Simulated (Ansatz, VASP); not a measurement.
**MnO: VASP beside Ansatz**

```
Mn O
1.0
     0.00000    2.23672    2.23672
     2.23672    0.00000    2.23672
     2.23672    2.23672    0.00000
Mn O
1 1
Direct
  0.00000 0.00000 0.00000
  0.50000 0.50000 0.50000
```

Change from the starting cell: volume scaled by 1.02.

Alike in both runs: task single point; functional PBE; k mesh 10 × 10 × 10; occupations fermi-dirac, width 0.05 eV; collinear spin.

|  | VASP | Ansatz |
| --- | --- | --- |
| version | VASP 6.6.1 | Ansatz 0.2.0 |
| potentials or method | VASP PAW PBE potentials, release 64 (Mn_pv, O), cutoff 520 eV | all-electron LAPW, scalar-relativistic |

|  | VASP | Ansatz | Ansatz less VASP |
| --- | --- | --- | --- |
| gap on the k mesh at the Fermi level (eV) | none | none | - |
| pressure (GPa) | -2.1 | -2.2 | -0.15 |
| net moment per atom (μB) | 2.41 | 2.41 | 0.000 |
| size of the moment on the site where the two differ most (μB) | 0.20 | 0.23 | +0.031 |

Site moments also hang on the region over which each program counts them. A gap of «none» marks a metal or a gap that the smearing closes. Ansatz ran all-electron here, and VASP with PAW potentials.
